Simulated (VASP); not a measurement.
# CdSe (R3m) in VASP: notebook, part 2 of 2

VASP 6.6.1. Earlier steps stand in the parts before.

## (3) G0W0 quasiparticle levels, PBE

This run uses another cell than the first one, of 28.22 Å³/atom.

The input, POSCAR:

```
CdSe
1.0
    0.0773857186      3.0838110647      3.0838110647
    3.0838110647      0.0773857186      3.0838110647
    3.0838110647      3.0838110647      0.0773857186
Cd Se
1 1
Direct
    0.0027670924      0.0027670924      0.0027670924
    0.2472329076      0.2472329076      0.2472329076
```

The input, INCAR.step1:

```
SYSTEM = CdSe
PREC = Accurate
ENCUT = 500
EDIFF = 1E-8
ISMEAR = 0
SIGMA = 0.01
LREAL = .FALSE.
LASPH = .TRUE.
NELM = 100
ALGO = Normal
LWAVE = .TRUE.
LCHARG = .FALSE.
GGA = PE
```

The input, INCAR.step2:

```
SYSTEM = CdSe
PREC = Accurate
ENCUT = 500
EDIFF = 1E-8
ISMEAR = 0
SIGMA = 0.01
LREAL = .FALSE.
LASPH = .TRUE.
NELM = 1
ALGO = Exact
LWAVE = .TRUE.
LCHARG = .FALSE.
GGA = PE
NBANDS = 244
LOPTICS = .TRUE.
ISTART = 1
```

The input, INCAR.step3:

```
SYSTEM = CdSe
PREC = Accurate
ENCUT = 500
EDIFF = 1E-8
ISMEAR = 0
SIGMA = 0.01
LREAL = .FALSE.
LASPH = .TRUE.
ALGO = EVGW0
LWAVE = .FALSE.
LCHARG = .FALSE.
GGA = PE
NELMGW = 1
NBANDS = 244
ENCUTGW = 150.0
NOMEGA = 96
PRECFOCK = Fast
ISTART = 1
NBANDSGW = 17
OMEGAMAX = 20
```

The input, KPOINTS:

```
regular mesh
0
G
  4 4 4
  0 0 0
```

Potentials or basis: VASP PAW PBE potentials, release 64 (Cd_GW, Se_GW).

Command:

```sh
cat potpaw_PBE.64/Cd_GW/POTCAR potpaw_PBE.64/Se_GW/POTCAR > POTCAR
cp INCAR.step1 INCAR
mpirun -np 1 vasp_std > vasp.out
cp INCAR.step2 INCAR
mpirun -np 1 vasp_std > vasp.out
cp INCAR.step3 INCAR
mpirun -np 1 vasp_std > vasp.out
```

OUTCAR:

```text
SYSTEM = CdSe
   PREC = Accurate
   ENCUT = 500
   EDIFF = 1E-8
   ISMEAR = 0
   LREAL = .FALSE.
   LASPH = .TRUE.
   GGA = PE
   NELMGW = 1
   ENCUTGW = 150.0
   PRECFOCK = Fast
   ISTART = 1

 ion  position               nearest neighbor table
   1  0.003  0.003  0.003-   2 2.64   2 2.64   2 2.64   2 2.64
   2  0.247  0.247  0.247-   1 2.64   1 2.64   1 2.64   1 2.64

  LATTYP: Found a trigonal (rhomboedric) cell.
 ALAT       =     4.3618539539
 COS(alpha) =     0.5249289042

  Lattice vectors:

 A1 = (   0.0773857186,   3.0838110647,   3.0838110647)
 A2 = (   3.0838110647,   0.0773857186,   3.0838110647)
 A3 = (   3.0838110647,   3.0838110647,   0.0773857186)

Analysis of symmetry for initial positions (statically):
=====================================================================
 Subroutine PRICEL returns:
 Original cell was already a primitive cell.

 Routine SETGRP: Setting up the symmetry group for a
 trigonal (rhombohedral) supercell.

 Subroutine GETGRP returns: Found  6 space group operations
 (whereof  6 operations were pure point group operations)
 out of a pool of 12 trial point group operations.

The static configuration has the point symmetry C_3v.

Analysis of symmetry for dynamics (positions and initial velocities):
=====================================================================
 Subroutine PRICEL returns:
 Original cell was already a primitive cell.

 Routine SETGRP: Setting up the symmetry group for a
 trigonal (rhombohedral) supercell.

 Subroutine GETGRP returns: Found  6 space group operations
 (whereof  6 operations were pure point group operations)
[... 83 lines left out ...]
   ICHARG =      0    charge: 1-file 2-atom 10-const
   ISPIN  =      1    spin polarized calculation?
   LNONCOLLINEAR =      F non collinear calculations
   LSORBIT =      F    spin-orbit coupling
   LASPH  =      T    aspherical Exc in radial PAW
   ENCUT  =  500.0 eV  36.75 Ry    6.06 a.u.   7.95  7.95  7.95*2*pi/ulx,y,z
   NELM   =     60;   NELMIN=  2; NELMDL=  0     # of ELM steps
   EDIFF  = 0.1E-07   stopping-criterion for ELM
   LREAL  =      F    real-space projection
   EDIFFG = 0.1E-06   stopping-criterion for IOM
   NSW    =      0    number of steps for IOM
   IBRION =     -1    ionic relax: 0-MD 1-quasi-New 2-CG
   NFREE  =      0    steps in history (QN), initial steepest desc. (CG)
   ISIF   =      0    stress and relaxation
   ISYM   =      3    0-nonsym 1-usesym 2-fastsym
   POTIM  = 0.5000    time-step for ionic-motion
   TEBEG  =    0.0;   TEEND  =   0.0 temperature during run
   PSTRESS=    0.0 pullay stress
   NELECT =      18.0000    total number of electrons
   NUPDOWN=      -1.0000    fix difference up-down
   EMIN   =  10.00;   EMAX   =-10.00  energy-range for DOS
   EFERMI =   0.00;   METHOD = LEGACY
   ISMEAR =     0;   SIGMA  =   0.01  broadening in eV -4-tet -1-fermi 0-gaus
   EFERMI_NEDOS =   21; number of points for ismear=-14 and -15
   IALGO  =     38    algorithm
   IMIX   =      4    mixing-type and parameters
     AMIX     =   0.40;   BMIX     =  1.00
     AMIX_MAG =   1.60;   BMIX_MAG =  1.00
  volume/ion in A,a.u.               =      28.22       190.46
  Fermi-wavevector in a.u.,A,eV,Ry     =   1.118462  2.113586 17.020293  1.250956
  Thomas-Fermi vector in A             =   2.255093
   LORBIT       =      0    0 simple, 1 ext, 2 COOP (PROOUT), +10 PAW based schemes
   GGA     = PE    functional components
   LHFCALC =     T    Hartree Fock is set to
   PRECFOCK=fast      Normal, Fast or Accurate (Low or Medium for compatibility)
   ENCUT4O =  -1.0   cutoff for four orbital integrals eV
   NKREDX  =     1    reduce k-point grid by
   NKREDY  =     1    reduce k-point grid by
   NKREDZ  =     1    reduce k-point grid by
   AEXX    =    1.0000 exact exchange contribution
   HFSCREEN=    0.0000 screening length (either q_TF or 0.3 A-1)
   HFSCREENC=   0.0000 screening length for correlation (either q_TF or 0.3 A-1)
   ENCUTFOCK=  -1.0 apply spherical cutoff to Coloumb kernel
   IVDW    =     0    specifies the selected vdW correction
   LEPSILON=     F    determine dielectric tensor
   LRPA    =     F    only Hartree local field effects (RPA)
   LRPAFORCE           =     F    calculate RPA forces
   ENCUTGW             = 150.0    cutoff for response function in eV
   ENCUTGWSOFT         = 120.0    soft cutoff for Coulomb kernel in GW response function in eV
   ENCUTLF             =  -1.0    cutoff for local field effects
   NELMGW              =     1    number of iterations in solving QP/BSE equation
   NELMHF              =     1    number of iterations in the inner HF iteration
   NKREDLFX            =     1    NKREDLFY  =   1   NKREDLFZ  =   1
 non-spin polarized calculation
 Gauss-broadening in eV      SIGMA  =   0.01
  energy-cutoff  :      500.00
  volume of cell :       56.45
 maximum number of plane-waves:      1440
  NGX = 18; NGY = 18; NGZ = 18
   NGX = 15   NGY = 15   NGZ = 15
 maximum number of plane-waves:       259
 NGX is ok and might be reduce to    18

 QP shifts <psi_nk| G(iteration)W_0 |psi_nk>: iteration 1
 for sc-GW calculations column KS-energies equals QP-energies in previous step
 and V_xc(KS)=  KS-energies - (<T + V_ion + V_H > + <T+V_H+V_ion>^1  + <V_x>^1)

 k-point   1 :       0.0000    0.0000    0.0000
  band No.  KS-energies  QP-energies   sigma(KS)   V_xc(KS)     V^pw_x(r,r')   Z            occupation Imag(sigma)

      1     -10.4527     -10.8188     -12.9968     -12.3885     -19.7110       0.6019       2.0000       0.9889
      2      -5.8535      -7.5422     -17.6677     -15.1551     -22.8832       0.6721       2.0000       0.2094
      3      -5.8327      -7.5298     -17.7246     -15.2003     -22.9492       0.6723       2.0000       0.2121
      4      -5.8327      -7.5298     -17.7246     -15.2003     -22.9492       0.6723       2.0000       0.2121
      5      -5.4745      -7.2627     -18.1306     -15.4972     -23.2374       0.6791       2.0000       0.1582
      6      -5.4745      -7.2627     -18.1306     -15.4972     -23.2374       0.6791       2.0000       0.1582
[... 248 lines left out ...]
      3      -5.7424      -7.4570     -17.8316     -15.2835     -23.0357       0.6729       2.0000       0.2032
      4      -5.4557      -7.2423     -18.1621     -15.5344     -23.2859       0.6799       2.0000       0.1623
      5      -5.4557      -7.2423     -18.1621     -15.5344     -23.2859       0.6799       2.0000       0.1623
      6      -5.2245      -6.9318     -17.9808     -15.4822     -23.0920       0.6833       2.0000       0.1962
[... 9 lines left out ...]
     16      14.0967      14.1367      -9.2449      -9.3000      -3.7152       0.7255       0.0000      -0.3934
     17      14.9936      15.1551      -9.4210      -9.6401      -3.6784       0.7372       0.0000      -0.5552
```

OUTCAR.step1:

```text
SYSTEM = CdSe
   PREC = Accurate
   ENCUT = 500
   EDIFF = 1E-8
   ISMEAR = 0
   LREAL = .FALSE.
   LASPH = .TRUE.
[... 415 lines left out ...]
      0.01728      0.01728      0.01728        -0.005096     -0.005096     -0.005096
      1.54397      1.54397      1.54397         0.005096      0.005096      0.005096
 -----------------------------------------------------------------------------------
    total drift:                                0.000042      0.000042      0.000042

  FREE ENERGIE OF THE ION-ELECTRON SYSTEM (eV)
  ---------------------------------------------------
  free  energy   TOTEN  =        -5.4501423985 eV

  energy  without entropy=       -5.4501423985  energy(sigma->0) =       -5.45014240
```

Wall time 7.2 min (1 thread of Intel Xeon 6975P-C (Granite Rapids), shared host); peak memory 0.78 GiB.

What came out:

* Quasiparticle gap: 1.17 eV
* Least direct quasiparticle gap: 1.17 eV
* Band gap of the starting levels on the mesh: 0.50 eV
* Least direct gap of the starting levels on the mesh: 0.50 eV

Caveat: the k points lie up to 0.45 Å⁻¹ apart; bands, screening cutoff and mesh are small and nothing is extrapolated, so the quasiparticle values aren't converged; the structure was generated, so it needn't be the stable form of CdSe.
